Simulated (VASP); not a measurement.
# Mo (Im-3m) in VASP: further runs

The runs below take Mo through single point, with PBEsol.

All numbers are computed with VASP 6.6.1; they aren't measurements. Logs are shortened: lines on timing, memory, paths and dates and some standing lists are left out, and cuts for length are marked.

**1. The cell of the first run**

The structure is cubic, space group Im-3m (No. 229). The conventional cell has a = 3.113 Å, b = 3.113 Å, c = 3.113 Å, α = 90.00°, β = 90.00°, γ = 90.00°. Within 3.6 Å of Mo (site symmetry m-3m) lie 14 Mo at 2.70 to 3.11 Å.

**2. Single point, PBEsol**

INCAR

```
SYSTEM = Mo
ALGO = Normal
EDIFF = 1E-6
ENCUT = 520
GGA = PS
ISIF = 2
ISMEAR = 0
LASPH = .TRUE.
LCHARG = .FALSE.
LREAL = .FALSE.
LWAVE = .FALSE.
NBANDS = 13
NELM = 60
PREC = Accurate
SIGMA = 0.1
```

KPOINTS

```
k-points
0
G
  15 15 15
  0 0 0
```

POSCAR

```
Mo
1.0
   -1.5564868480      1.5564868480      1.5564868480
    1.5564868480     -1.5564868480      1.5564868480
    1.5564868480      1.5564868480     -1.5564868480
Mo
1
Direct
    0.0000000000      0.0000000000      0.0000000000
```

Potentials or basis: VASP PAW PBE potentials, release 64 (Mo_sv).

Run with:

```sh
> cat potpaw_PBE.64/Mo_sv/POTCAR > POTCAR
> mpirun -np 1 vasp_std > vasp.out
```

OUTCAR:

```text
SYSTEM = Mo
   EDIFF = 1E-6
   ENCUT = 520
   GGA = PS
   ISIF = 2
   ISMEAR = 0
   LASPH = .TRUE.
   LREAL = .FALSE.
   NELM = 60
   PREC = Accurate

 ion  position               nearest neighbor table
   1  0.000  0.000  0.000-

  LATTYP: Found a body centered cubic cell.
 ALAT       =     3.1129736960

  Lattice vectors:

 A1 = (  -1.5564868480,   1.5564868480,   1.5564868480)
 A2 = (   1.5564868480,  -1.5564868480,   1.5564868480)
 A3 = (   1.5564868480,   1.5564868480,  -1.5564868480)

Analysis of symmetry for initial positions (statically):
=====================================================================
 Subroutine PRICEL returns:
 Original cell was already a primitive cell.

 Routine SETGRP: Setting up the symmetry group for a
 body centered cubic supercell.

 Subroutine GETGRP returns: Found 48 space group operations
[... 9 lines left out ...]

 Routine SETGRP: Setting up the symmetry group for a
 body centered cubic supercell.

 Subroutine GETGRP returns: Found 48 space group operations
[... 11 lines left out ...]
                                     Primitive cell

  volume of cell :      15.0833

  direct lattice vectors                    reciprocal lattice vectors
    -1.556486848  1.556486848  1.556486848     0.000000000  0.321236251  0.321236251
     1.556486848 -1.556486848  1.556486848     0.321236251  0.000000000  0.321236251
     1.556486848  1.556486848 -1.556486848     0.321236251  0.321236251  0.000000000

  length of vectors
     2.695914302  2.695914302  2.695914302     0.454296663  0.454296663  0.454296663

  position of ions in fractional coordinates (direct lattice)
     0.000000000  0.000000000  0.000000000

  ion indices of the primitive-cell ions
   primitive index   ion index
                 1           1

----------------------------------------------------------------------------------------

 KPOINTS: k-points

Automatic generation of k-mesh.
 Grid dimensions read from file:
 generate k-points for:   15   15   15

 Generating k-lattice:

  Cartesian coordinates                     Fractional coordinates (reciprocal lattice)
     0.000000000  0.021415750  0.021415750     0.066666667  0.000000000  0.000000000
     0.021415750  0.000000000  0.021415750     0.000000000  0.066666667  0.000000000
     0.021415750  0.021415750  0.000000000     0.000000000  0.000000000  0.066666667

  Length of vectors
     0.030286444  0.030286444  0.030286444

  Shift w.r.t. Gamma in fractional coordinates (k-lattice)
     0.000000000  0.000000000  0.000000000

 Subroutine IBZKPT returns following result:
 ===========================================

 Found    120 irreducible k-points:

 Following reciprocal coordinates:
            Coordinates               Weight
  0.000000  0.000000  0.000000      1.000000
  0.066667  0.000000  0.000000     12.000000
  0.133333  0.000000  0.000000     12.000000
  0.200000  0.000000  0.000000     12.000000
  0.266667  0.000000  0.000000     12.000000
  0.333333  0.000000  0.000000     12.000000
[... 16 lines left out ...]
  0.333333  0.200000  0.000000     48.000000
  0.400000  0.200000  0.000000     24.000000
 [... further k-points ...]
   k-points           NKPTS =    120   k-points in BZ     NKDIM =    120   number of bands    NBANDS=     13
   number of dos      NEDOS =    301   number of ions     NIONS =      1
   total plane-waves  NPLWV =   8000
   dimension x,y,z NGX =    20 NGY =   20 NGZ =   20
   dimension x,y,z NGXF=    40 NGYF=   40 NGZF=   40
   ions per type =               1
   NGX,Y,Z   is equivalent  to a cutoff of  12.33, 12.33, 12.33 a.u.
   NGXF,Y,Z  is equivalent  to a cutoff of  24.67, 24.67, 24.67 a.u.
 SYSTEM =  Mo
   PREC   = accura    normal or accurate (medium, high low for compatibility)
   ISTART =      0    job   : 0-new  1-cont  2-samecut
   ICHARG =      2    charge: 1-file 2-atom 10-const
   ISPIN  =      1    spin polarized calculation?
   LNONCOLLINEAR =      F non collinear calculations
   LSORBIT =      F    spin-orbit coupling
   LASPH  =      T    aspherical Exc in radial PAW
   ENCUT  =  520.0 eV  38.22 Ry    6.18 a.u.   5.01  5.01  5.01*2*pi/ulx,y,z
   NELM   =     60;   NELMIN=  2; NELMDL= -5     # of ELM steps
   EDIFF  = 0.1E-05   stopping-criterion for ELM
   LREAL  =      F    real-space projection
   EDIFFG = 0.1E-04   stopping-criterion for IOM
   NSW    =      0    number of steps for IOM
   IBRION =     -1    ionic relax: 0-MD 1-quasi-New 2-CG
   NFREE  =      0    steps in history (QN), initial steepest desc. (CG)
   ISIF   =      2    stress and relaxation
   ISYM   =      2    0-nonsym 1-usesym 2-fastsym
   POTIM  = 0.5000    time-step for ionic-motion
   TEBEG  =    0.0;   TEEND  =   0.0 temperature during run
   PSTRESS=    0.0 pullay stress
   NELECT =      14.0000    total number of electrons
   NUPDOWN=      -1.0000    fix difference up-down
   EMIN   =  10.00;   EMAX   =-10.00  energy-range for DOS
   EFERMI =   0.00;   METHOD = LEGACY
   ISMEAR =     0;   SIGMA  =   0.10  broadening in eV -4-tet -1-fermi 0-gaus
   EFERMI_NEDOS =   21; number of points for ismear=-14 and -15
   IALGO  =     38    algorithm
   IMIX   =      4    mixing-type and parameters
     AMIX     =   0.40;   BMIX     =  1.00
     AMIX_MAG =   1.60;   BMIX_MAG =  1.00
  volume/ion in A,a.u.               =      15.08       101.79
  Fermi-wavevector in a.u.,A,eV,Ry     =   1.596928  3.017757 34.697301  2.550180
  Thomas-Fermi vector in A             =   2.694614
   LORBIT       =      0    0 simple, 1 ext, 2 COOP (PROOUT), +10 PAW based schemes
   GGA     = PS    functional components
   LHFCALC =     F    Hartree Fock is set to
   AEXX    =    0.0000 exact exchange contribution
   IVDW    =     0    specifies the selected vdW correction
   LEPSILON=     F    determine dielectric tensor
   LRPA    =     F    only Hartree local field effects (RPA)
 non-spin polarized calculation
 Gauss-broadening in eV      SIGMA  =   0.10
  energy-cutoff  :      520.00
  volume of cell :       15.08
 maximum number of plane-waves:       420
   NGX =  9   NGY =  9   NGZ =  9

 number of electron      13.9999997 magnetization

 Free energy of the ion-electron system (eV)
  ---------------------------------------------------
  ext. energy  EPLUGINS =         0.00000000
  ---------------------------------------------------
  free energy    TOTEN  =       -11.77140065 eV

  energy without entropy =      -11.76754922  energy(sigma->0) =      -11.76947493

 E-fermi :  12.9880     XC(G=0): -13.7325

 val. band max:       12.9349633443   @ k =  -0.2667   0.3333   0.1333
 cond. band min:      13.0049782212   @ k =   0.1333   0.0667  -0.0000
 fundamental gap:      0.0700148769
 Fermi energy:        12.9879560301

 k-point     1 :       0.0000    0.0000    0.0000
  band No.  band energies     occupation
      1     -48.1603      2.00000
      2     -21.3592      2.00000
      3     -21.3592      2.00000
      4     -21.3592      2.00000
      5       5.6479      2.00000
      6      11.6066      2.00000
      7      11.6066      2.00000
      8      11.6066      2.00000
      9      14.7559      0.00000
     10      14.7559      0.00000
     11      27.9067      0.00000
     12      27.9067      0.00000
     13      27.9067      0.00000

 k-point     2 :       0.0667    0.0000    0.0000
  band No.  band energies     occupation
      1     -48.1474      2.00000
      2     -21.4327      2.00000
      3     -21.3817      2.00000
      4     -21.3598      2.00000
      5       5.8532      2.00000
      6      11.4888      2.00000
      7      11.5863      2.00000
      8      11.8009      2.00000
      9      14.5815      0.00000
     10      14.7585      0.00000
     11      28.0646      0.00000
     12      28.2540      0.00000
     13      28.3319      0.00000

 k-point     3 :       0.1333    0.0000    0.0000
  band No.  band energies     occupation
      1     -48.1105      2.00000
      2     -21.6373      2.00000
      3     -21.4447      2.00000
      4     -21.3616      2.00000
      5       6.4214      2.00000
      6      11.1725      2.00000
      7      11.4920      2.00000
      8      12.3724      2.00000
      9      14.2551      0.00000
     10      14.7778      0.00000
     11      28.4014      0.00000
     12      29.2539      0.00000
     13      29.3069      0.00000

 k-point     4 :       0.2000    0.0000    0.0000
  band No.  band energies     occupation
      1     -48.0558      2.00000
      2     -21.9314      2.00000
      3     -21.5363      2.00000
      4     -21.3643      2.00000
      5       7.1790      2.00000
      6      10.7450      2.00000
      7      11.3496      2.00000
      8      13.2853      0.00003
      9      14.1187      0.00000
     10      14.8393      0.00000
     11      28.4505      0.00000
     12      29.9609      0.00000
     13      30.8033      0.00000

 k-point     5 :       0.2667    0.0000    0.0000
  band No.  band energies     occupation
      1     -47.9922      2.00000
      2     -22.2590      2.00000
      3     -21.6399      2.00000
      4     -21.3674      2.00000
      5       7.7512      2.00000
      6      10.2995      2.00000
      7      11.5207      2.00000
      8      14.2664      0.00000
      9      14.4728      0.00000
     10      14.9620      0.00000
     11      27.7598      0.00000
     12      29.3849      0.00000
     13      32.7750      0.00000
[... 257 lines left out ...]
 k-point    22 :       0.2667    0.2000    0.0000
  band No.  band energies     occupation
      1     -47.8705      2.00000
      2     -22.6416      2.00000
      3     -21.9369      2.00000
      4     -21.5085      2.00000
      5       8.7350      2.00000
      6       9.9230      2.00000
      7      11.3459      2.00000
      8      14.2838      0.00000
      9      15.6311      0.00000
     10      18.6723      0.00000
     11      26.0788      0.00000
     12      27.7383      0.00000
     13      30.5364      0.00000

 k-point    23 :       0.3333    0.2000    0.0000
  band No.  band energies     occupation
      1     -47.8393      2.00000
      2     -22.7222      2.00000
      3     -22.0494      2.00000
      4     -21.5192      2.00000
      5       8.5905      2.00000
      6       9.8403      2.00000
      7      11.8617      2.00000
      8      14.5775      0.00000
      9      15.7876      0.00000
     10      20.1728      0.00000
     11      24.8072      0.00000
     12      26.6591      0.00000
     13      29.8855      0.00000

 k-point    24 :       0.4000    0.2000    0.0000
  band No.  band energies     occupation
      1     -47.8283      2.00000
      2     -22.7483      2.00000
      3     -22.0919      2.00000
      4     -21.5224      2.00000
      5       8.5201      2.00000
      6       9.8175      2.00000
      7      12.0678      2.00000
      8      14.6676      0.00000
      9      15.9203      0.00000
     10      20.8864      0.00000
     11      24.1595      0.00000
     12      26.2040      0.00000
     13      29.7051      0.00000

 [... further k-points ...]
[... 5 lines left out ...]
  --------------------------------------------------------------------------------------
  -------------------------------------------------------------------------------------
  Total        0.5254793      0.5254793      0.5254793      0.0000000      0.0000000     -0.0000000
  in kB       55.8174309     55.8174309     55.8174309      0.0000000      0.0000000     -0.0000000
  external PRESSURE =      55.8174309 kB  Pullay stress =       0.0000000 kB

 VOLUME and BASIS-vectors are now :
 -----------------------------------------------------------------------------
  energy-cutoff  :      520.00
  volume of cell :       15.08
      direct lattice vectors                 reciprocal lattice vectors
    -1.556486848  1.556486848  1.556486848     0.000000000  0.321236251  0.321236251
     1.556486848 -1.556486848  1.556486848     0.321236251  0.000000000  0.321236251
     1.556486848  1.556486848 -1.556486848     0.321236251  0.321236251  0.000000000

 POSITION                                       TOTAL-FORCE (eV/Angst)
 -----------------------------------------------------------------------------------
      0.00000      0.00000      0.00000         0.000000     -0.000000      0.000000
 -----------------------------------------------------------------------------------
    total drift:                                0.000000     -0.000000      0.000000

  FREE ENERGIE OF THE ION-ELECTRON SYSTEM (eV)
  ---------------------------------------------------
  free  energy   TOTEN  =       -11.7714006546 eV

  energy  without entropy=      -11.7675492151  energy(sigma->0) =      -11.76947493
```

Run time: 6.4 s. Hardware: 1 thread of Intel Xeon 6975P-C (Granite Rapids), shared host; peak memory 0.14 GiB.

What came out:

| Item | Value |
| --- | --- |
| Free energy | -11.7714 eV |
| Pressure | 5.6 GPa |
| Band gap on the k mesh | zero (band 7 reaches 16.95 eV, above the bottom of band 8 at 11.61 eV) |

Caveat: the PAW data sets were made with another functional, which shifts forces and pressure a little.

**3. Single point, PBEsol**

This run uses another cell than the first one, of 14.84 Å³/atom, 0.984 times its volume.

INCAR

```
SYSTEM = Mo
PREC = Accurate
ENCUT = 520
EDIFF = 1E-6
ISMEAR = 0
SIGMA = 0.1
LREAL = .FALSE.
LASPH = .TRUE.
NELM = 100
ALGO = Normal
ISIF = 2
LWAVE = .FALSE.
LCHARG = .FALSE.
GGA = PS
NBANDS = 13
```

KPOINTS

```
Automatic mesh
0
G
  15 15 15
  0 0 0
```

POSCAR

```
Mo
1.0
   -1.5481406301      1.5481406301      1.5481406301
    1.5481406301     -1.5481406301      1.5481406301
    1.5481406301      1.5481406301     -1.5481406301
Mo
1
Direct
    0.0000000000      0.0000000000      0.0000000000
```

Potentials or basis: VASP PAW PBE potentials, release 64 (Mo_sv).

Run with:

```sh
> cat potpaw_PBE.64/Mo_sv/POTCAR > POTCAR
> mpirun -np 1 vasp_std > vasp.out
```

Run time: 6.7 s. Hardware: 1 thread of Intel Xeon 6975P-C (Granite Rapids), shared host; peak memory 0.14 GiB.

It converged, with:

* Free energy: -11.7591 eV
* Pressure: 10.6 GPa
* Band gap on the k mesh: zero (band 7 reaches 17.31 eV, above the bottom of band 8 at 11.84 eV)

Levels at points of the mesh, in eV from the Fermi level:
```tsv
k point	band 4	band 5	band 6	band 7	band 8	band 9	band 10	band 11
(0.00, 0.00, 0.00)	-34.31	-7.39	-1.42	-1.42	-1.42	1.79	1.79	14.94
```

Caveat: the PAW data sets were made with another functional, which shifts forces and pressure a little.

**4. Single point, PBEsol**

This run uses another cell than the first one, of 15.45 Å³/atom, 1.025 times its volume.

INCAR

```
SYSTEM = Mo
ALGO = Normal
EDIFF = 1E-6
ENCUT = 520
GGA = PS
ISIF = 2
ISMEAR = 0
LASPH = .True.
LCHARG = .False.
LREAL = .False.
LWAVE = .False.
NBANDS = 13
NELM = 60
PREC = Accurate
SIGMA = 0.1
```

KPOINTS

```
k-points
0
Gamma
  15 15 15
  0 0 0
```

POSCAR

```
Mo
1.0
   -1.5691504802      1.5691504802      1.5691504802
    1.5691504802     -1.5691504802      1.5691504802
    1.5691504802      1.5691504802     -1.5691504802
Mo
1
Direct
    0.0000000000      0.0000000000      0.0000000000
```

Run with:

```sh
> cat potpaw_PBE.64/Mo_sv/POTCAR > POTCAR
> mpirun -np 1 vasp_std > vasp.out
```

It took 6.8 s on 1 thread of Intel Xeon 6975P-C (Granite Rapids), shared host; peak memory 0.14 GiB.

Results (log left out):

```yaml
Free_energy: -11.7762 eV
Pressure: -1.5 GPa
Band_gap_on_the_k_mesh: zero (band 7 reaches 16.42 eV, above the bottom of band 8 at 11.26 eV)
```

Levels at points of the mesh, in eV from the Fermi level:
```tsv
k point	band 3	band 4	band 5	band 6	band 7	band 8	band 9	band 10	band 11	band 12
(0.00, 0.00, 0.00)	-34.40	-34.40	-7.26	-1.33	-1.33	-1.33	1.72	1.72	14.89	14.89
```

Caveat: the PAW data sets were made with another functional, which shifts forces and pressure a little.

**5. Summary**

```tsv
cell	gap on the mesh (eV)	pressure (GPa)
a = 2.696 Å, angles 109.5°, 1 atom	none	5.6
a = 2.681 Å, angles 109.5°, 1 atom	none	10.6
a = 2.718 Å, angles 109.5°, 1 atom	none	-1.5
```

Alike in all rows: task single point; level PBEsol; potentials or basis VASP PAW PBE potentials, release 64 (Mo_sv); no spin polarisation; k mesh 15 × 15 × 15; cutoff (eV) 520; smearing gaussian 0.1 eV.

Caveats: the PAW data sets were made with another functional, which shifts forces and pressure a little.

Total energies depend on the potentials used, so only differences within one code and one set of settings carry meaning.
